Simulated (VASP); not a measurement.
# In3As (Pm-3m) in VASP: notebook

The runs below take In3As through single point, with r2SCAN.

All numbers are computed with VASP 6.6.1; they aren't measurements. Logs are shortened: lines on timing, memory, paths and dates and some standing lists are left out, and cuts for length are marked.

## 1. The cell of the first run

Symmetry: Pm-3m, No. 221, cubic system. The conventional cell has a = 4.640 Å, b = 4.640 Å, c = 4.640 Å, α = 90.00°, β = 90.00°, γ = 90.00°. In (site symmetry 4/mmm) has 8 In at 3.28 Å and 4 As at 3.28 Å within 4.3 Å. Within 4.3 Å of As (site symmetry m-3m) lie 12 In at 3.28 Å.

## 2. Single point, r2SCAN

POSCAR reads:

```
In3As
1.0
    4.6403264915      0.0000000000      0.0000000000
    0.0000000000      4.6403264915      0.0000000000
    0.0000000000      0.0000000000      4.6403264915
In As
3 1
Direct
    0.5000000000      0.5000000000      0.0000000000
    0.5000000000      0.0000000000      0.5000000000
    0.0000000000      0.5000000000      0.5000000000
    0.0000000000      0.0000000000      0.0000000000
```

INCAR.step1 reads:

```
SYSTEM = In3As
PREC = Accurate
ENCUT = 520
ISMEAR = -1
SIGMA = 0.05
LREAL = .FALSE.
LASPH = .TRUE.
NELM = 80
NBANDS = 30
GGA = PE
ALGO = Normal
EDIFF = 1E-4
LWAVE = .TRUE.
LCHARG = .FALSE.
```

INCAR.step2 reads:

```
SYSTEM = In3As
PREC = Accurate
ENCUT = 520
EDIFF = 1E-6
ISMEAR = -1
SIGMA = 0.05
LREAL = .FALSE.
LASPH = .TRUE.
NELM = 80
ALGO = Normal
ISIF = 2
LWAVE = .FALSE.
LCHARG = .FALSE.
METAGGA = R2SCAN
LMIXTAU = .TRUE.
NBANDS = 30
ISTART = 1
```

KPOINTS reads:

```
regular mesh
0
G
  6 6 6
  0 0 0
```

Potentials or basis: VASP PAW PBE potentials, release 64 (In_d, As).

Command:

```sh
cat potpaw_PBE.64/In_d/POTCAR potpaw_PBE.64/As/POTCAR > POTCAR
cp INCAR.step1 INCAR
mpirun -np 1 vasp_std > vasp.out
cp INCAR.step2 INCAR
mpirun -np 1 vasp_std > vasp.out
```

OUTCAR:

```text
SYSTEM = In3As
   PREC = Accurate
   ENCUT = 520
   EDIFF = 1E-6
   ISMEAR = -1
   LREAL = .FALSE.
   LASPH = .TRUE.
   NELM = 80
   ISIF = 2
   METAGGA = R2SCAN
   ISTART = 1

 ion  position               nearest neighbor table
   1  0.500  0.500  0.000-   2 3.28   3 3.28   4 3.28   2 3.28   3 3.28   2 3.28   4 3.28   2 3.28
                             3 3.28   4 3.28   3 3.28   4 3.28
   2  0.500  0.000  0.500-   1 3.28   3 3.28   4 3.28   1 3.28   4 3.28   1 3.28   3 3.28   1 3.28
                             3 3.28   4 3.28   4 3.28   3 3.28
   3  0.000  0.500  0.500-   1 3.28   2 3.28   4 3.28   1 3.28   4 3.28   2 3.28   4 3.28   4 3.28
                             1 3.28   2 3.28   1 3.28   2 3.28
   4  0.000  0.000  0.000-   1 3.28   2 3.28   3 3.28   2 3.28   3 3.28   1 3.28   3 3.28   3 3.28
                             1 3.28   2 3.28   2 3.28   1 3.28

  LATTYP: Found a simple cubic cell.
 ALAT       =     4.6403264915

  Lattice vectors:

 A1 = (   4.6403264915,   0.0000000000,   0.0000000000)
 A2 = (   0.0000000000,   4.6403264915,   0.0000000000)
 A3 = (   0.0000000000,   0.0000000000,   4.6403264915)

Analysis of symmetry for initial positions (statically):
=====================================================================
 Subroutine PRICEL returns:
 Original cell was already a primitive cell.

 Routine SETGRP: Setting up the symmetry group for a
 simple cubic supercell.

 Subroutine GETGRP returns: Found 48 space group operations
 (whereof 48 operations were pure point group operations)
 out of a pool of 48 trial point group operations.

The static configuration has the point symmetry O_h .

Analysis of symmetry for dynamics (positions and initial velocities):
=====================================================================
 Subroutine PRICEL returns:
 Original cell was already a primitive cell.

 Routine SETGRP: Setting up the symmetry group for a
 simple cubic supercell.

 Subroutine GETGRP returns: Found 48 space group operations
 (whereof 48 operations were pure point group operations)
 out of a pool of 48 trial point group operations.

The dynamic configuration has the point symmetry O_h .

 Subroutine INISYM returns: Found 48 space group operations
 (whereof 48 operations are pure point group operations),
 and found     1 'primitive' translations

----------------------------------------------------------------------------------------

                                     Primitive cell

  volume of cell :      99.9184

  direct lattice vectors                    reciprocal lattice vectors
     4.640326491  0.000000000  0.000000000     0.215502078  0.000000000  0.000000000
     0.000000000  4.640326491  0.000000000     0.000000000  0.215502078  0.000000000
     0.000000000  0.000000000  4.640326491     0.000000000  0.000000000  0.215502078

  length of vectors
     4.640326491  4.640326491  4.640326491     0.215502078  0.215502078  0.215502078

  position of ions in fractional coordinates (direct lattice)
     0.500000000  0.500000000  0.000000000
     0.500000000  0.000000000  0.500000000
     0.000000000  0.500000000  0.500000000
     0.000000000  0.000000000  0.000000000

  ion indices of the primitive-cell ions
   primitive index   ion index
                 1           1
                 2           2
                 3           3
                 4           4

----------------------------------------------------------------------------------------

 KPOINTS: regular mesh

Automatic generation of k-mesh.
 Grid dimensions read from file:
 generate k-points for:    6    6    6

 Generating k-lattice:

  Cartesian coordinates                     Fractional coordinates (reciprocal lattice)
     0.035917013  0.000000000  0.000000000     0.166666667  0.000000000  0.000000000
     0.000000000  0.035917013  0.000000000     0.000000000  0.166666667  0.000000000
     0.000000000  0.000000000  0.035917013     0.000000000  0.000000000  0.166666667

  Length of vectors
     0.035917013  0.035917013  0.035917013

  Shift w.r.t. Gamma in fractional coordinates (k-lattice)
     0.000000000  0.000000000  0.000000000

 Subroutine IBZKPT returns following result:
 ===========================================

 Found     20 irreducible k-points:

 Following reciprocal coordinates:
            Coordinates               Weight
  0.000000  0.000000  0.000000      1.000000
  0.166667  0.000000  0.000000      6.000000
  0.333333  0.000000  0.000000      6.000000
  0.500000  0.000000  0.000000      3.000000
  0.166667  0.166667  0.000000     12.000000
  0.333333  0.166667  0.000000     24.000000
[... 12 lines left out ...]
  0.500000  0.500000  0.333333      6.000000
  0.500000  0.500000  0.500000      1.000000
   k-points           NKPTS =     20   k-points in BZ     NKDIM =     20   number of bands    NBANDS=     30
   number of dos      NEDOS =    301   number of ions     NIONS =      4
   total plane-waves  NPLWV =  46656
   dimension x,y,z NGX =    36 NGY =   36 NGZ =   36
   dimension x,y,z NGXF=    72 NGYF=   72 NGZF=   72
   ions per type =               3   1
   NGX,Y,Z   is equivalent  to a cutoff of  12.90, 12.90, 12.90 a.u.
   NGXF,Y,Z  is equivalent  to a cutoff of  25.79, 25.79, 25.79 a.u.
 SYSTEM =  In3As
   PREC   = accura    normal or accurate (medium, high low for compatibility)
   ISTART =      1    job   : 0-new  1-cont  2-samecut
   ICHARG =      0    charge: 1-file 2-atom 10-const
   ISPIN  =      1    spin polarized calculation?
   LNONCOLLINEAR =      F non collinear calculations
   LSORBIT =      F    spin-orbit coupling
   LASPH  =      T    aspherical Exc in radial PAW
   ENCUT  =  520.0 eV  38.22 Ry    6.18 a.u.   8.63  8.63  8.63*2*pi/ulx,y,z
   NELM   =     80;   NELMIN=  2; NELMDL=  0     # of ELM steps
   EDIFF  = 0.1E-05   stopping-criterion for ELM
   LREAL  =      F    real-space projection
   EDIFFG = 0.1E-04   stopping-criterion for IOM
   NSW    =      0    number of steps for IOM
   IBRION =     -1    ionic relax: 0-MD 1-quasi-New 2-CG
   NFREE  =      0    steps in history (QN), initial steepest desc. (CG)
   ISIF   =      2    stress and relaxation
   ISYM   =      2    0-nonsym 1-usesym 2-fastsym
   POTIM  = 0.5000    time-step for ionic-motion
   TEBEG  =    0.0;   TEEND  =   0.0 temperature during run
   PSTRESS=    0.0 pullay stress
   NELECT =      44.0000    total number of electrons
   NUPDOWN=      -1.0000    fix difference up-down
   EMIN   =  10.00;   EMAX   =-10.00  energy-range for DOS
   EFERMI =   0.00;   METHOD = LEGACY
   ISMEAR =    -1;   SIGMA  =   0.05  broadening in eV -4-tet -1-fermi 0-gaus
   EFERMI_NEDOS =   21; number of points for ismear=-14 and -15
   IALGO  =     38    algorithm
   IMIX   =      4    mixing-type and parameters
     AMIX     =   0.40;   BMIX     =  1.00
     AMIX_MAG =   1.60;   BMIX_MAG =  1.00
  volume/ion in A,a.u.               =      24.98       168.57
  Fermi-wavevector in a.u.,A,eV,Ry     =   1.245500  2.353654 21.106325  1.551271
  Thomas-Fermi vector in A             =   2.379720
   LORBIT       =      0    0 simple, 1 ext, 2 COOP (PROOUT), +10 PAW based schemes
   METAGGA = R2SCAN    functional components
   LHFCALC =     F    Hartree Fock is set to
   AEXX    =    0.0000 exact exchange contribution
   IVDW    =     0    specifies the selected vdW correction
   LEPSILON=     F    determine dielectric tensor
   LRPA    =     F    only Hartree local field effects (RPA)
 non-spin polarized calculation
  energy-cutoff  :      520.00
  volume of cell :       99.92
 maximum number of plane-waves:      2730
 NGX is ok and might be reduce to    36
   NGX = 17   NGY = 17   NGZ = 17

 number of electron      43.9999954 magnetization

 Free energy of the ion-electron system (eV)
  ---------------------------------------------------
  ext. energy  EPLUGINS =         0.00000000
  ---------------------------------------------------
  free energy    TOTEN  =       -82.01975357 eV

  energy without entropy =      -82.00381402  energy(sigma->0) =      -82.01178379

 E-fermi :   6.7773     XC(G=0): -10.9441

 val. band max:        6.7653789882   @ k =   0.5000   0.0000   0.0000
 cond. band min:       6.8117528566   @ k =   0.3333   0.3333   0.3333
 fundamental gap:      0.0463738684
 Fermi energy:         6.7772732444

 k-point     1 :       0.0000    0.0000    0.0000
  band No.  band energies     occupation
      1      -8.5466      2.00000
      2      -8.5305      2.00000
      3      -8.5305      2.00000
      4      -8.5305      2.00000
      5      -8.3427      2.00000
      6      -8.3427      2.00000
[... 22 lines left out ...]
     29      13.3367      0.00000
     30      14.4162      0.00000

 k-point     2 :       0.1667    0.0000    0.0000
  band No.  band energies     occupation
      1      -8.5245      2.00000
      2      -8.5165      2.00000
      3      -8.4972      2.00000
      4      -8.4972      2.00000
      5      -8.3384      2.00000
      6      -8.3204      2.00000
[... 22 lines left out ...]
     29      14.0743      0.00000
     30      14.5480      0.00000

 k-point     3 :       0.3333    0.0000    0.0000
  band No.  band energies     occupation
      1      -8.5119      2.00000
      2      -8.4420      2.00000
      3      -8.4045      2.00000
      4      -8.4045      2.00000
      5      -8.3278      2.00000
      6      -8.2644      2.00000
[... 22 lines left out ...]
     29      14.4672      0.00000
     30      14.5128      0.00000

 k-point     4 :       0.5000    0.0000    0.0000
  band No.  band energies     occupation
      1      -8.5053      2.00000
      2      -8.3896      2.00000
      3      -8.3139      2.00000
      4      -8.2985      2.00000
      5      -8.2985      2.00000
      6      -8.2435      2.00000
[... 22 lines left out ...]
     29      12.6154      0.00000
     30      13.5606      0.00000

 k-point     5 :       0.1667    0.1667    0.0000
  band No.  band energies     occupation
      1      -8.5027      2.00000
      2      -8.4983      2.00000
      3      -8.4801      2.00000
      4      -8.4631      2.00000
      5      -8.3257      2.00000
      6      -8.3051      2.00000
[... 22 lines left out ...]
     29      14.2072      0.00000
     30      14.5837      0.00000
[... 394 lines left out ...]
     29      14.6225      0.00000
     30      15.7536      0.00000

 k-point    18 :       0.5000    0.3333    0.3333
  band No.  band energies     occupation
      1      -8.4264      2.00000
      2      -8.4245      2.00000
      3      -8.3801      2.00000
      4      -8.3665      2.00000
      5      -8.3545      2.00000
      6      -8.3418      2.00000
[... 22 lines left out ...]
     29      14.8448      0.00000
     30      14.9948      0.00000

 k-point    19 :       0.5000    0.5000    0.3333
  band No.  band energies     occupation
      1      -8.4487      2.00000
      2      -8.4042      2.00000
      3      -8.4042      2.00000
      4      -8.4040      2.00000
      5      -8.3444      2.00000
      6      -8.3444      2.00000
[... 22 lines left out ...]
     29      15.1088      0.00000
     30      16.0479      0.00000

 k-point    20 :       0.5000    0.5000    0.5000
  band No.  band energies     occupation
      1      -8.4788      2.00000
      2      -8.4200      2.00000
      3      -8.4200      2.00000
      4      -8.4200      2.00000
      5      -8.3514      2.00000
      6      -8.3514      2.00000
[... 22 lines left out ...]
     29      16.5848      0.00000
     30      16.5848      0.00000

------------------------ aborting loop because EDIFF is reached ----------------------------------------

  FORCE on cell =-STRESS in cart. coord.  units (eV):
  Direction    XX          YY          ZZ          XY          YZ          ZX
  --------------------------------------------------------------------------------------
  -------------------------------------------------------------------------------------
  Total       -0.0490657     -0.0490657     -0.0490657      0.0000000      0.0000000     -0.0000000
  in kB       -0.7867618     -0.7867618     -0.7867618      0.0000000      0.0000000     -0.0000000
  external PRESSURE =      -0.7867618 kB  Pullay stress =       0.0000000 kB

 VOLUME and BASIS-vectors are now :
 -----------------------------------------------------------------------------
  energy-cutoff  :      520.00
  volume of cell :       99.92
      direct lattice vectors                 reciprocal lattice vectors
     4.640326491  0.000000000  0.000000000     0.215502078  0.000000000  0.000000000
     0.000000000  4.640326491  0.000000000     0.000000000  0.215502078  0.000000000
     0.000000000  0.000000000  4.640326491     0.000000000  0.000000000  0.215502078

 POSITION                                       TOTAL-FORCE (eV/Angst)
 -----------------------------------------------------------------------------------
      2.32016      2.32016      0.00000         0.000000      0.000000      0.000000
      2.32016      0.00000      2.32016         0.000000      0.000000      0.000000
      0.00000      2.32016      2.32016         0.000000      0.000000      0.000000
      0.00000      0.00000      0.00000         0.000000      0.000000      0.000000
 -----------------------------------------------------------------------------------
    total drift:                                0.000000      0.000000      0.000000

  FREE ENERGIE OF THE ION-ELECTRON SYSTEM (eV)
  ---------------------------------------------------
  free  energy   TOTEN  =       -82.0197535699 eV

  energy  without entropy=      -82.0038140184  energy(sigma->0) =      -82.01178379
```

Run time: 84 s. Hardware: 1 thread of AMD EPYC 9R45 (Zen 5), shared host; peak memory 0.21 GiB.

What came out:

* Free energy: -82.0198 eV
* Pressure: -0.1 GPa
* Band gap on the k mesh: zero (bands 22 and 23 overlap by 4.24 eV)

Levels at points of the mesh, in eV from the Fermi level:
| k point | band 20 | band 21 | band 22 | band 23 | band 24 | band 25 |
| --- | --- | --- | --- | --- | --- | --- |
| (0.00, 0.00, 0.00) | -3.14 | -1.75 | -1.75 | 2.19 | 2.19 | 2.19 |
| (0.50, 0.00, 0.00) | -1.78 | -1.01 | -0.08 | -0.08 | -0.01 | 1.70 |
| (0.50, 0.50, 0.00) | -0.91 | -0.22 | 0.56 | 0.56 | 1.99 | 2.07 |
| (0.50, 0.50, 0.50) | -4.23 | -4.23 | -4.23 | -3.66 | 5.09 | 5.09 |

Caveat: the PAW data sets were made with another functional, which shifts forces and pressure a little; spin-orbit coupling is left out, which moves the levels of the heavy elements.

## 3. Single point, r2SCAN

This run uses another cell than the first one, of 25.49 Å³/atom.

POSCAR reads:

```
In3As
1.0
    4.6716810000      0.0000000000      0.0000000000
    0.0000000000      4.6716810000      0.0000000000
    0.0000000000      0.0000000000      4.6716810000
In As
3 1
Direct
    0.5000000000      0.5000000000      0.0000000000
    0.5000000000      0.0000000000      0.5000000000
    0.0000000000      0.5000000000      0.5000000000
    0.0000000000      0.0000000000      0.0000000000
```

INCAR.step1 reads:

```
SYSTEM = In3As
ALGO = Normal ; EDIFF = 1E-4
ENCUT = 520 ; GGA = PE
ISMEAR = -1 ; LASPH = .True.
LCHARG = .False. ; LREAL = .False.
LWAVE = .True. ; NBANDS = 30
NELM = 80 ; PREC = Accurate
SIGMA = 0.05
```

INCAR.step2 reads:

```
SYSTEM = In3As
ALGO = Normal ; EDIFF = 1E-6
ENCUT = 520 ; ISIF = 2
ISMEAR = -1 ; ISTART = 1
LASPH = .True. ; LCHARG = .False.
LMIXTAU = .True. ; LREAL = .False.
LWAVE = .False. ; METAGGA = R2SCAN
NBANDS = 30 ; NELM = 80
PREC = Accurate ; SIGMA = 0.05
```

KPOINTS reads:

```
k-points
0
Gamma
  6 6 6
  0 0 0
```

Potentials or basis: VASP PAW PBE potentials, release 64 (In_d, As).

Command:

```sh
cat potpaw_PBE.64/In_d/POTCAR potpaw_PBE.64/As/POTCAR > POTCAR
cp INCAR.step1 INCAR
mpirun -np 1 vasp_std > vasp.out
cp INCAR.step2 INCAR
mpirun -np 1 vasp_std > vasp.out
```

Wall time 90 s (1 thread of AMD EPYC 9R45 (Zen 5), shared host); peak memory 0.21 GiB.

Results (log left out):

| Property | Result |
| --- | --- |
| Free energy | -82.0151 eV |
| Pressure | -0.9 GPa |
| Band gap on the k mesh | zero (bands 22 and 23 overlap by 4.11 eV) |

Levels at points of the mesh, in eV from the Fermi level:
| k point | band 20 | band 21 | band 22 | band 23 | band 24 | band 25 |
| --- | --- | --- | --- | --- | --- | --- |
| (0.00, 0.00, 0.00) | -3.04 | -1.78 | -1.78 | 2.18 | 2.18 | 2.18 |
| (0.50, 0.00, 0.00) | -1.72 | -1.08 | -0.03 | -0.03 | 0.01 | 1.74 |
| (0.50, 0.50, 0.00) | -0.87 | -0.20 | 0.52 | 0.52 | 1.94 | 2.09 |
| (0.50, 0.50, 0.50) | -4.11 | -4.11 | -4.11 | -3.56 | 5.00 | 5.00 |

Caveat: the PAW data sets were made with another functional, which shifts forces and pressure a little; spin-orbit coupling is left out, which moves the levels of the heavy elements.

## 4. Single point, r2SCAN

This run uses another cell than the first one, of 26.00 Å³/atom.

POSCAR reads:

```
In3As
1.0
    4.7026201864      0.0000000000      0.0000000000
    0.0000000000      4.7026201864      0.0000000000
    0.0000000000      0.0000000000      4.7026201864
In As
3 1
Direct
    0.5000000000      0.5000000000      0.0000000000
    0.5000000000      0.0000000000      0.5000000000
    0.0000000000      0.5000000000      0.5000000000
    0.0000000000      0.0000000000      0.0000000000
```

INCAR.step1 reads:

```
SYSTEM = In3As
  PREC = Accurate
  ENCUT = 520
  ISMEAR = -1
  SIGMA = 0.05
  LREAL = .False.
  LASPH = .True.
  NELM = 80
  NBANDS = 30
  GGA = PE
  ALGO = Normal
  EDIFF = 1E-4
  LWAVE = .True.
  LCHARG = .False.
```

INCAR.step2 reads:

```
SYSTEM = In3As
  PREC = Accurate
  ENCUT = 520
  EDIFF = 1E-7
  ISMEAR = -1
  SIGMA = 0.05
  LREAL = .False.
  LASPH = .True.
  NELM = 80
  ALGO = Normal
  ISIF = 2
  LWAVE = .False.
  LCHARG = .False.
  METAGGA = R2SCAN
  LMIXTAU = .True.
  NBANDS = 30
  ISTART = 1
```

KPOINTS reads:

```
Automatic mesh
0
Gamma
  6 6 6
  0 0 0
```

Command:

```sh
cat potpaw_PBE.64/In_d/POTCAR potpaw_PBE.64/As/POTCAR > POTCAR
cp INCAR.step1 INCAR
mpirun -np 1 vasp_std > vasp.out
cp INCAR.step2 INCAR
mpirun -np 1 vasp_std > vasp.out
```

It took 2.3 min on 1 thread of AMD EPYC 9R45 (Zen 5), shared host; peak memory 0.21 GiB.

The run converged. Its results:

- Free energy: -82.0000 eV
- Pressure: -1.6 GPa
- Band gap on the k mesh: zero (bands 22 and 23 overlap by 3.97 eV)

Levels at points of the mesh, in eV from the Fermi level:
| k point | band 19 | band 20 | band 21 | band 22 | band 23 | band 24 | band 25 | band 26 |
| --- | --- | --- | --- | --- | --- | --- | --- | --- |
| (0.00, 0.00, 0.00) | -2.95 | -2.95 | -1.82 | -1.82 | 2.16 | 2.16 | 2.16 | 4.83 |
| (0.50, 0.00, 0.00) | -1.66 | -1.66 | -1.15 | 0.01 | 0.01 | 0.02 | 1.77 | 4.91 |
| (0.50, 0.50, 0.00) | -5.96 | -0.84 | -0.18 | 0.49 | 0.49 | 1.89 | 2.10 | 2.10 |
| (0.50, 0.50, 0.50) | -4.28 | -4.00 | -4.00 | -4.00 | -3.46 | 4.92 | 4.92 | 4.92 |

Caveat: the PAW data sets were made with another functional, which shifts forces and pressure a little; spin-orbit coupling is left out, which moves the levels of the heavy elements.

(Continued in part 2 of 2.)

The gap in the log of VASP goes by the Fermi energy; the results here count the filled bands.